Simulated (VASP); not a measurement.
# TaVN2 (P4/mmm) in VASP: settings compared, part 2 of 2

VASP 6.6.1. The steps go on from the part before.

## (3) Single point, r2SCAN, collinear spin, ferromagnetic start (volume scaled by 1.04)

The input, POSCAR:

```
TaVN2
1.0
    3.0900014315      0.0000000000      0.0000000000
    0.0000000000      3.0900014315      0.0000000000
    0.0000000000      0.0000000000      4.3525956147
Ta V N
1 1 2
Direct
    0.0000000000      0.0000000000      0.0000000000
    0.5000000000      0.5000000000      0.5000000000
    0.5000000000      0.5000000000      0.0000000000
    0.0000000000      0.0000000000      0.5000000000
```

The input, INCAR.step1:

```
SYSTEM = TaVN2
PREC     = Accurate       ! precision mode
ENCUT    = 660            ! plane-wave cutoff, eV
ISMEAR   = -1             ! smearing method
SIGMA    = 0.05           ! smearing width, eV
LREAL    = .FALSE.        ! projectors in reciprocal space
LASPH    = .TRUE.         ! aspherical terms in the spheres
NELM     = 200            ! most SCF steps
ISPIN    = 2              ! spin polarisation
MAGMOM   = 0 2 0 0        ! initial moments
LMAXMIX  = 4              ! l up to which the mixer works
NBANDS   = 29             ! bands
GGA      = PE             ! functional
ALGO     = Normal         ! electronic algorithm
EDIFF    = 1E-5           ! SCF threshold, eV
LWAVE    = .TRUE.         ! write WAVECAR
LCHARG   = .FALSE.        ! write CHGCAR
GGA_COMPAT= .FALSE.
```

The input, INCAR.step2:

```
SYSTEM = TaVN2
PREC     = Accurate       ! precision mode
ENCUT    = 660            ! plane-wave cutoff, eV
EDIFF    = 1E-6           ! SCF threshold, eV
ISMEAR   = -1             ! smearing method
SIGMA    = 0.05           ! smearing width, eV
LREAL    = .FALSE.        ! projectors in reciprocal space
LASPH    = .TRUE.         ! aspherical terms in the spheres
NELM     = 200            ! most SCF steps
ALGO     = Normal         ! electronic algorithm
ISIF     = 2              ! what is computed and relaxed
LWAVE    = .FALSE.        ! write WAVECAR
LCHARG   = .FALSE.        ! write CHGCAR
ISPIN    = 2              ! spin polarisation
MAGMOM   = 0 2 0 0        ! initial moments
LORBIT   = 11             ! projections on sites
LMAXMIX  = 4              ! l up to which the mixer works
METAGGA  = R2SCAN         ! meta-GGA
LMIXTAU  = .TRUE.       
NBANDS   = 29             ! bands
ISTART   = 1            
GGA_COMPAT= .FALSE.
```

The input, KPOINTS:

```
regular mesh
0
G
  9 9 6
  0 0 0
```

Potentials or basis: VASP PAW PBE potentials, release 64 (Ta_pv, V_sv, N).

On the command line:

```console
cat potpaw_PBE.64/Ta_pv/POTCAR potpaw_PBE.64/V_sv/POTCAR potpaw_PBE.64/N/POTCAR > POTCAR
cp INCAR.step1 INCAR
mpirun -np 1 vasp_std > vasp.out
cp INCAR.step2 INCAR
mpirun -np 1 vasp_std > vasp.out
```

OUTCAR:

```text
SYSTEM = TaVN2
   PREC = Accurate
   ENCUT = 660
   EDIFF = 1E-6
   ISMEAR = -1
   LREAL = .FALSE.
   LASPH = .TRUE.
   NELM = 200
   ISIF = 2
   ISPIN = 2
   LORBIT = 11
   METAGGA = R2SCAN
   ISTART = 1

 ion  position               nearest neighbor table
   1  0.000  0.000  0.000-   4 2.18   4 2.18   3 2.18   3 2.18   3 2.18   3 2.18   2 3.08   2 3.08
                             2 3.08   2 3.08   2 3.08   2 3.08   2 3.08   2 3.08
   2  0.500  0.500  0.500-   3 2.18   3 2.18   4 2.18   4 2.18   4 2.18   4 2.18   1 3.08   1 3.08
                             1 3.08   1 3.08   1 3.08   1 3.08   1 3.08   1 3.08
   3  0.500  0.500  0.000-   2 2.18   2 2.18   1 2.18   1 2.18   1 2.18   1 2.18
   4  0.000  0.000  0.500-   1 2.18   1 2.18   2 2.18   2 2.18   2 2.18   2 2.18

  LATTYP: Found a simple tetragonal cell.
 ALAT       =     3.0900014315
 C/A-ratio  =     1.4086063425

  Lattice vectors:

 A1 = (   3.0900014315,   0.0000000000,   0.0000000000)
 A2 = (   0.0000000000,   3.0900014315,   0.0000000000)
 A3 = (   0.0000000000,   0.0000000000,   4.3525956147)

Analysis of symmetry for initial positions (statically):
=====================================================================
 Subroutine PRICEL returns:
 Original cell was already a primitive cell.

 Routine SETGRP: Setting up the symmetry group for a
 simple tetragonal supercell.

 Subroutine GETGRP returns: Found 16 space group operations
 (whereof 16 operations were pure point group operations)
 out of a pool of 16 trial point group operations.

The static configuration has the point symmetry D_4h.

Analysis of symmetry for dynamics (positions and initial velocities):
=====================================================================
 Subroutine PRICEL returns:
 Original cell was already a primitive cell.

 Routine SETGRP: Setting up the symmetry group for a
 simple tetragonal supercell.

 Subroutine GETGRP returns: Found 16 space group operations
 (whereof 16 operations were pure point group operations)
 out of a pool of 16 trial point group operations.

The dynamic configuration has the point symmetry D_4h.
[... 161 lines left out ...]
  free energy    TOTEN  =       -85.70150711 eV

  energy without entropy =      -85.68546269  energy(sigma->0) =      -85.69348490

 E-fermi :   9.6491     XC(G=0): -13.9443

 val. band max:        9.6484226199   @ k =   0.4444   0.2222   0.1667
 cond. band min:       9.6566505288   @ k =   0.3333   0.3333   0.1667
 fundamental gap:      0.0082279089
 Fermi energy:         9.6490791389

 spin component 1

 k-point     1 :       0.0000    0.0000    0.0000
  band No.  band energies     occupation
      1     -58.2731      1.00000
      2     -31.1317      1.00000
      3     -31.0482      1.00000
      4     -31.0482      1.00000
      5     -27.7804      1.00000
      6     -27.6967      1.00000
[... 757 lines left out ...]
     28      18.7419      0.00000
     29      21.1141      0.00000

 [... further k-points ...]

 spin component 2

 k-point     1 :       0.0000    0.0000    0.0000
  band No.  band energies     occupation
      1     -55.7950      1.00000
      2     -28.6745      1.00000
      3     -28.5369      1.00000
      4     -28.5369      1.00000
      5     -27.8786      1.00000
      6     -27.7459      1.00000
[... 757 lines left out ...]
     28      18.8430      0.00000
     29      21.4842      0.00000

 [... further k-points ...]
[... 5 lines left out ...]
  --------------------------------------------------------------------------------------
  -------------------------------------------------------------------------------------
  Total       -1.6672320     -1.6672320     -3.0529057      0.0000000     -0.0000000     -0.0000000
  in kB      -64.2748318    -64.2748318   -117.6950770      0.0000000     -0.0000000     -0.0000000
  external PRESSURE =     -82.0815802 kB  Pullay stress =       0.0000000 kB

 VOLUME and BASIS-vectors are now :
 -----------------------------------------------------------------------------
  energy-cutoff  :      660.00
  volume of cell :       41.56
      direct lattice vectors                 reciprocal lattice vectors
     3.090001432  0.000000000  0.000000000     0.323624446  0.000000000  0.000000000
     0.000000000  3.090001432  0.000000000     0.000000000  0.323624446  0.000000000
     0.000000000  0.000000000  4.352595615     0.000000000  0.000000000  0.229747968

 POSITION                                       TOTAL-FORCE (eV/Angst)
 -----------------------------------------------------------------------------------
      0.00000      0.00000      0.00000         0.000000      0.000000      0.000000
      1.54500      1.54500      2.17630         0.000000      0.000000      0.000000
      1.54500      1.54500      0.00000         0.000000      0.000000      0.000000
      0.00000      0.00000      2.17630         0.000000      0.000000      0.000000
 -----------------------------------------------------------------------------------
    total drift:                                0.000000      0.000000      0.000000

  FREE ENERGIE OF THE ION-ELECTRON SYSTEM (eV)
  ---------------------------------------------------
  free  energy   TOTEN  =       -85.7015071117 eV

  energy  without entropy=      -85.6854626900  energy(sigma->0) =      -85.69348490

 total charge

# of ion       s       p       d       tot
------------------------------------------
    1        0.300   6.243   2.304   8.847
    2        2.181   6.188   3.136  11.504
    3        1.238   2.546   0.000   3.784
    4        1.236   2.517   0.000   3.754
--------------------------------------------------
tot          4.955  17.494   5.440  27.889

 magnetization (x)

# of ion       s       p       d       tot
------------------------------------------
    1        0.002  -0.004  -0.104  -0.107
    2        0.017   0.012   1.995   2.025
    3        0.001   0.022   0.000   0.024
    4        0.002   0.036   0.000   0.039
--------------------------------------------------
tot          0.023   0.067   1.891   1.981
```

Run time: 8.4 min. Hardware: 1 thread of AMD EPYC 9R45 (Zen 5), shared host; peak memory 0.29 GiB.

What came out:

| Item | Value |
| --- | --- |
| Free energy | -85.7015 eV |
| Pressure | -8.2 GPa |
| Net moment | 2.13 μB per cell |
| Site moments | Ta -0.11; V +2.02; N +0.02, +0.04 μB |
| Valence electrons inside the program's atomic spheres | Ta 8.85; V 11.50; N 3.78, 3.75 |

Caveat: the PAW data sets were made with another functional, which shifts forces and pressure a little; spin-orbit coupling is left out, which moves the levels of the heavy elements.

## (4) Single point, PBEsol, collinear spin, ferromagnetic start

The input, INCAR:

```
  ALGO = Normal
  EDIFF = 1E-6
  ENCUT = 600
  GGA = PS
  GGA_COMPAT = False
  ISIF = 2
  ISMEAR = -1
  ISPIN = 2
  LASPH = True
  LCHARG = False
  LMAXMIX = 4
  LORBIT = 11
  LREAL = False
  LWAVE = False
  MAGMOM = 0 1.5 0 0
  NBANDS = 30
  NELM = 200
  NUPDOWN = 1.5
  PREC = Accurate
  SIGMA = 0.05
```

The input, KPOINTS:

```
k-points
0
Gamma
  7 7 5
```

The input, POSCAR:

```
TaVN2
1.0
    3.0498670000      0.0000000000      0.0000000000
    0.0000000000      3.0498670000      0.0000000000
    0.0000000000      0.0000000000      4.2960620000
Ta V N
1 1 2
Direct
    0.0000000000      0.0000000000      0.0000000000
    0.5000000000      0.5000000000      0.5000000000
    0.5000000000      0.5000000000      0.0000000000
    0.0000000000      0.0000000000      0.5000000000
```

Potentials or basis: VASP PAW PBE potentials, release 64 (Ta_sv_GW, V_sv, N).

On the command line:

```console
cat potpaw_PBE.64/Ta_sv_GW/POTCAR potpaw_PBE.64/V_sv/POTCAR potpaw_PBE.64/N/POTCAR > POTCAR
mpirun -np 1 vasp_std > vasp.out
```

Run time: 67 s. Hardware: 1 thread of Intel Xeon Platinum 8559C (Emerald Rapids), shared host; peak memory 0.23 GiB.

Results (log left out):

* Free energy: -46.2714 eV
* Pressure: -8.6 GPa
* Net moment: 1.50 μB per cell
* Site moments: Ta +0.02; V +1.31; N +0.03 μB
* Valence electrons inside the program's atomic spheres: Ta 11.78; V 11.57; N 3.75, 3.71

Stress tensor (GPa, compression positive):
```
-8.39  0.00  0.00
 0.00 -8.39  0.00
 0.00  0.00 -8.95
```

Caveat: the PAW data sets were made with another functional, which shifts forces and pressure a little; spin-orbit coupling is left out, which moves the levels of the heavy elements; the total moment is fixed, so each spin has its own Fermi level.

## (5) Overview

| level | potentials or basis | fixed moment (μB) | cell | k mesh | cutoff (eV) | second run | pressure (GPa) | moment (μB) |
| --- | --- | --- | --- | --- | --- | --- | --- | --- |
| PBEsol | VASP PAW PBE potentials, release 64 (Ta_sv_GW, V_sv, N) | 2.0 | a = 3.050, b = 3.050, c = 4.296 Å, 4 atoms | 7 × 7 × 5 | 600 | valence_matched | -6.4 | 2.00 |
| r2SCAN | VASP PAW PBE potentials, release 64 (Ta_pv, V_sv, N) | - | a = 3.090, b = 3.090, c = 4.353 Å, 4 atoms | 9 × 9 × 6 | 660 | - | -8.2 | 2.13 |
| PBEsol | VASP PAW PBE potentials, release 64 (Ta_sv_GW, V_sv, N) | 1.5 | a = 3.050, b = 3.050, c = 4.296 Å, 4 atoms | 7 × 7 × 5 | 600 | valence_matched | -8.6 | 1.50 |

Alike in all rows: task single point; spin collinear, ferromagnetic start; smearing fermi-dirac 0.05 eV.

Caveats: the PAW data sets were made with another functional, which shifts forces and pressure a little; spin-orbit coupling is left out, which moves the levels of the heavy elements; the total moment is fixed, so each spin has its own Fermi level (some runs).

Total energies depend on the potentials used, so only differences within one code and one set of settings carry meaning.
